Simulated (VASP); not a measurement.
# AlN (P6_3/mmc) in VASP: notebook

The runs below take AlN through single point, with PBE.

All numbers are computed with VASP 6.6.1; they aren't measurements. Logs are shortened: lines on timing, memory, paths and dates and some standing lists are left out, and cuts for length are marked.

## 1. The cell of the first run

It takes space group P6_3/mmc (No. 194, hexagonal). Conventional cell: a = 2.833 Å, b = 2.833 Å, c = 4.841 Å, α = 90.00°, β = 90.00°, γ = 120.00°. Al (site symmetry -3m) has 6 N at 2.03 Å and 2 Al at 2.42 Å within 2.7 Å. Within 2.7 Å of N (site symmetry -6m2) lie 6 Al at 2.03 Å.

## 2. Single point, PBE

The input, INCAR:

```
ALGO = Normal
EDIFF = 1E-6
ENCUT = 600
GGA = PE
GGA_COMPAT = False
ISIF = 2
ISMEAR = 0
LASPH = True
LCHARG = True
LELF = True
LREAL = False
LVHAR = True
LWAVE = False
NBANDS = 16
NELM = 120
PREC = Accurate
SIGMA = 0.01
```

The input, KPOINTS:

```
k-points
0
Gamma
  9 9 4
```

The input, POSCAR:

```
AlN
1.0
    2.8328531113      0.0000000000      0.0000000000
   -1.4164265556      2.4533227596      0.0000000000
    0.0000000000      0.0000000000      4.8410108371
Al N
2 2
Direct
    0.0000000000      0.0000000000      0.0000000000
    0.0000000000      0.0000000000      0.5000000000
    0.3333333333      0.6666666667      0.2500000000
    0.6666666667      0.3333333333      0.7500000000
```

Potentials or basis: VASP PAW PBE potentials, release 64 (Al, N).

Command:

```
cat potpaw_PBE.64/Al/POTCAR potpaw_PBE.64/N/POTCAR > POTCAR
mpirun -np 1 vasp_std > vasp.out
```

OUTCAR:

```text
EDIFF = 1E-6
   ENCUT = 600
   GGA = PE
   ISIF = 2
   ISMEAR = 0
   LASPH = True
   LREAL = False
   NELM = 120
   PREC = Accurate

 ion  position               nearest neighbor table
   1  0.000  0.000  0.000-   3 2.03   4 2.03   3 2.03   4 2.03   4 2.03   3 2.03   2 2.42   2 2.42

   2  0.000  0.000  0.500-   3 2.03   4 2.03   3 2.03   4 2.03   4 2.03   3 2.03   1 2.42   1 2.42

   3  0.333  0.667  0.250-   1 2.03   2 2.03   1 2.03   2 2.03   1 2.03   2 2.03
   4  0.667  0.333  0.750-   1 2.03   2 2.03   1 2.03   2 2.03   1 2.03   2 2.03

  LATTYP: Found a hexagonal cell.
 ALAT       =     2.8328531113
 C/A-ratio  =     1.7088816987

  Lattice vectors:

 A1 = (   2.8328531113,   0.0000000000,   0.0000000000)
 A2 = (  -1.4164265556,   2.4533227596,   0.0000000000)
 A3 = (   0.0000000000,   0.0000000000,   4.8410108371)

Analysis of symmetry for initial positions (statically):
=====================================================================
 Subroutine PRICEL returns:
 Original cell was already a primitive cell.

 Routine SETGRP: Setting up the symmetry group for a
 hexagonal supercell.

 Subroutine GETGRP returns: Found 24 space group operations
 (whereof 12 operations were pure point group operations)
 out of a pool of 24 trial point group operations.

The static configuration has the point symmetry D_3d.
 The point group associated with its full space group is D_6h.

Analysis of symmetry for dynamics (positions and initial velocities):
=====================================================================
 Subroutine PRICEL returns:
 Original cell was already a primitive cell.

 Routine SETGRP: Setting up the symmetry group for a
 hexagonal supercell.

 Subroutine GETGRP returns: Found 24 space group operations
 (whereof 12 operations were pure point group operations)
 out of a pool of 24 trial point group operations.

The dynamic configuration has the point symmetry D_3d.
 The point group associated with its full space group is D_6h.

 Subroutine INISYM returns: Found 24 space group operations
 (whereof 12 operations are pure point group operations),
 and found     1 'primitive' translations

----------------------------------------------------------------------------------------

                                     Primitive cell

  volume of cell :      33.6446

  direct lattice vectors                    reciprocal lattice vectors
     2.832853111  0.000000000  0.000000000     0.353001007  0.203805226  0.000000000
    -1.416426556  2.453322760  0.000000000     0.000000000  0.407610452  0.000000000
     0.000000000  0.000000000  4.841010837     0.000000000  0.000000000  0.206568428

  length of vectors
     2.832853111  2.832853111  4.841010837     0.407610452  0.407610452  0.206568428

  position of ions in fractional coordinates (direct lattice)
     0.000000000  0.000000000  0.000000000
     0.000000000  0.000000000  0.500000000
     0.333333333  0.666666667  0.250000000
     0.666666667  0.333333333  0.750000000

  ion indices of the primitive-cell ions
   primitive index   ion index
                 1           1
                 2           2
                 3           3
                 4           4

----------------------------------------------------------------------------------------

 KPOINTS: k-points

Automatic generation of k-mesh.
 Grid dimensions read from file:
 generate k-points for:    9    9    4

 Generating k-lattice:

  Cartesian coordinates                     Fractional coordinates (reciprocal lattice)
     0.039222334  0.022645025  0.000000000     0.111111111  0.000000000  0.000000000
     0.000000000  0.045290050  0.000000000     0.000000000  0.111111111  0.000000000
     0.000000000  0.000000000  0.051642107     0.000000000  0.000000000  0.250000000

  Length of vectors
     0.045290050  0.045290050  0.051642107

  Shift w.r.t. Gamma in fractional coordinates (k-lattice)
     0.000000000  0.000000000  0.000000000

 Subroutine IBZKPT returns following result:
 ===========================================

 Found     36 irreducible k-points:

 Following reciprocal coordinates:
            Coordinates               Weight
  0.000000  0.000000  0.000000      1.000000
  0.111111  0.000000  0.000000      6.000000
  0.222222  0.000000  0.000000      6.000000
  0.333333  0.000000  0.000000      6.000000
  0.444444  0.000000  0.000000      6.000000
  0.111111  0.111111  0.000000      6.000000
[... 16 lines left out ...]
  0.333333  0.222222  0.250000     24.000000
  0.333333  0.333333  0.250000      4.000000
 [... further k-points ...]
   k-points           NKPTS =     36   k-points in BZ     NKDIM =     36   number of bands    NBANDS=     16
   number of dos      NEDOS =    301   number of ions     NIONS =      4
   total plane-waves  NPLWV =  23040
   dimension x,y,z NGX =    24 NGY =   24 NGZ =   40
   dimension x,y,z NGXF=    48 NGYF=   48 NGZF=   80
   ions per type =               2   2
   NGX,Y,Z   is equivalent  to a cutoff of  14.08, 14.08, 13.74 a.u.
   NGXF,Y,Z  is equivalent  to a cutoff of  28.17, 28.17, 27.47 a.u.
 SYSTEM =  unknown system
   PREC   = accura    normal or accurate (medium, high low for compatibility)
   ISTART =      0    job   : 0-new  1-cont  2-samecut
   ICHARG =      2    charge: 1-file 2-atom 10-const
   ISPIN  =      1    spin polarized calculation?
   LNONCOLLINEAR =      F non collinear calculations
   LSORBIT =      F    spin-orbit coupling
   LASPH  =      T    aspherical Exc in radial PAW
   ENCUT  =  600.0 eV  44.10 Ry    6.64 a.u.   5.66  5.66  9.67*2*pi/ulx,y,z
   NELM   =    120;   NELMIN=  2; NELMDL= -5     # of ELM steps
   EDIFF  = 0.1E-05   stopping-criterion for ELM
   LREAL  =      F    real-space projection
[... 7 lines left out ...]
   TEBEG  =    0.0;   TEEND  =   0.0 temperature during run
   PSTRESS=    0.0 pullay stress
   NELECT =      16.0000    total number of electrons
   NUPDOWN=      -1.0000    fix difference up-down
   EMIN   =  10.00;   EMAX   =-10.00  energy-range for DOS
   EFERMI =   0.00;   METHOD = LEGACY
   ISMEAR =     0;   SIGMA  =   0.01  broadening in eV -4-tet -1-fermi 0-gaus
   EFERMI_NEDOS =   21; number of points for ismear=-14 and -15
   IALGO  =     38    algorithm
   IMIX   =      4    mixing-type and parameters
     AMIX     =   0.40;   BMIX     =  1.00
     AMIX_MAG =   1.60;   BMIX_MAG =  1.00
  volume/ion in A,a.u.               =       8.41        56.76
  Fermi-wavevector in a.u.,A,eV,Ry     =   1.277840  2.414768 22.216622  1.632876
  Thomas-Fermi vector in A             =   2.410417
   LORBIT       =      0    0 simple, 1 ext, 2 COOP (PROOUT), +10 PAW based schemes
   GGA     = PE    functional components
   LHFCALC =     F    Hartree Fock is set to
   AEXX    =    0.0000 exact exchange contribution
   IVDW    =     0    specifies the selected vdW correction
   LEPSILON=     F    determine dielectric tensor
   LRPA    =     F    only Hartree local field effects (RPA)
 non-spin polarized calculation
 Gauss-broadening in eV      SIGMA  =   0.01
  energy-cutoff  :      600.00
  volume of cell :       33.64
 maximum number of plane-waves:      1140
 NGX is ok and might be reduce to    24
   NGX = 11   NGY = 11   NGZ = 19

 number of electron      15.9999998 magnetization

 Free energy of the ion-electron system (eV)
  ---------------------------------------------------
  ext. energy  EPLUGINS =         0.00000000
  ---------------------------------------------------
  free energy    TOTEN  =       -28.44536573 eV

  energy without entropy =      -28.44536573  energy(sigma->0) =      -28.44536573

 E-fermi :   9.8683     XC(G=0): -12.1774

 val. band max:        9.8000353278   @ k =   0.0000   0.0000   0.0000
 cond. band min:      14.8943724859   @ k =   0.4444   0.0000   0.2500
 fundamental gap:      5.0943371581
 Fermi energy:         9.8683352433

 k-point     1 :       0.0000    0.0000    0.0000
  band No.  band energies     occupation
      1      -7.7129      2.00000
      2      -4.7892      2.00000
      3       1.2045      2.00000
      4       8.9456      2.00000
      5       8.9456      2.00000
      6       9.2447      2.00000
[... 8 lines left out ...]
     15      23.1537      0.00000
     16      23.1537      0.00000

 k-point     2 :       0.1111    0.0000    0.0000
  band No.  band energies     occupation
      1      -7.4841      2.00000
      2      -4.6356      2.00000
      3       1.4515      2.00000
      4       7.8743      2.00000
      5       8.6736      2.00000
      6       8.8214      2.00000
[... 8 lines left out ...]
     15      22.7581      0.00000
     16      22.7959      0.00000

 k-point     3 :       0.2222    0.0000    0.0000
  band No.  band energies     occupation
      1      -6.8208      2.00000
      2      -4.2227      2.00000
      3       2.1692      2.00000
      4       5.7038      2.00000
      5       6.9359      2.00000
      6       8.1063      2.00000
[... 8 lines left out ...]
     15      22.0549      0.00000
     16      24.2287      0.00000

 k-point     4 :       0.3333    0.0000    0.0000
  band No.  band energies     occupation
      1      -5.8117      2.00000
      2      -3.7459      2.00000
      3       3.2716      2.00000
      4       3.6156      2.00000
      5       5.0744      2.00000
      6       7.5797      2.00000
[... 8 lines left out ...]
     15      21.6040      0.00000
     16      25.7632      0.00000
[... 324 lines left out ...]
 k-point    22 :       0.2222    0.2222    0.2500
  band No.  band energies     occupation
      1      -5.0561      2.00000
      2      -3.8420      2.00000
      3       3.3495      2.00000
      4       3.7595      2.00000
      5       5.4241      2.00000
      6       5.9398      2.00000
[... 8 lines left out ...]
     15      20.9875      0.00000
     16      23.7775      0.00000

 k-point    23 :       0.3333    0.2222    0.2500
  band No.  band energies     occupation
      1      -4.1765      2.00000
      2      -3.5925      2.00000
      3       2.6743      2.00000
      4       3.4662      2.00000
      5       4.7441      2.00000
      6       5.7071      2.00000
[... 8 lines left out ...]
     15      22.0998      0.00000
     16      23.7880      0.00000

 k-point    24 :       0.3333    0.3333    0.2500
  band No.  band energies     occupation
      1      -3.6746      2.00000
      2      -3.6746      2.00000
      3       2.8551      2.00000
      4       3.9858      2.00000
      5       3.9858      2.00000
      6       4.5987      2.00000
[... 8 lines left out ...]
     15      21.7083      0.00000
     16      23.4442      0.00000

 [... further k-points ...]

------------------------ aborting loop because EDIFF is reached ----------------------------------------

  FORCE on cell =-STRESS in cart. coord.  units (eV):
  Direction    XX          YY          ZZ          XY          YZ          ZX
  --------------------------------------------------------------------------------------
  -------------------------------------------------------------------------------------
  Total        1.1244785      1.1244785      1.4240638      0.0000000      0.0000000      0.0000000
  in kB       53.5484522     53.5484522     67.8149163      0.0000000      0.0000000      0.0000000
  external PRESSURE =      58.3039403 kB  Pullay stress =       0.0000000 kB

 VOLUME and BASIS-vectors are now :
 -----------------------------------------------------------------------------
  energy-cutoff  :      600.00
  volume of cell :       33.64
      direct lattice vectors                 reciprocal lattice vectors
     2.832853111  0.000000000  0.000000000     0.353001007  0.203805226  0.000000000
    -1.416426556  2.453322760  0.000000000     0.000000000  0.407610452  0.000000000
     0.000000000  0.000000000  4.841010837     0.000000000  0.000000000  0.206568428

 POSITION                                       TOTAL-FORCE (eV/Angst)
 -----------------------------------------------------------------------------------
      0.00000      0.00000      0.00000        -0.000000     -0.000000     -0.000000
      0.00000      0.00000      2.42051        -0.000000     -0.000000     -0.000000
     -0.00000      1.63555      1.21025         0.000000     -0.000000      0.000000
      1.41643      0.81777      3.63076        -0.000000      0.000000      0.000000
 -----------------------------------------------------------------------------------
    total drift:                               -0.000000      0.000000     -0.000000

  FREE ENERGIE OF THE ION-ELECTRON SYSTEM (eV)
  ---------------------------------------------------
  free  energy   TOTEN  =       -28.4453657331 eV

  energy  without entropy=      -28.4453657331  energy(sigma->0) =      -28.44536573
```

Wall time 26 s (1 thread of Intel Xeon Platinum 8259CL at 2.50GHz (Skylake/Cascade Lake), shared host); peak memory 0.16 GiB.

What came out:

```yaml
Free_energy: -28.4454 eV
Pressure: 5.8 GPa
Band_gap_on_the_k_mesh: 5.09 eV, indirect (least direct gap 5.18 eV)
```

Levels at points of the mesh, in eV from the valence-band top:
| k point | band 6 | band 7 | band 8 | band 9 | band 10 | band 11 |
| --- | --- | --- | --- | --- | --- | --- |
| (0.00, 0.00, 0.00) | -0.56 | 0.00 | 0.00 | 5.18 | 6.38 | 8.98 |
| (0.00, 0.00, 0.50) | -0.44 | -0.44 | -0.44 | 6.64 | 6.64 | 10.43 |

A k mesh can miss the band edges.

[end of part 1 of 2]
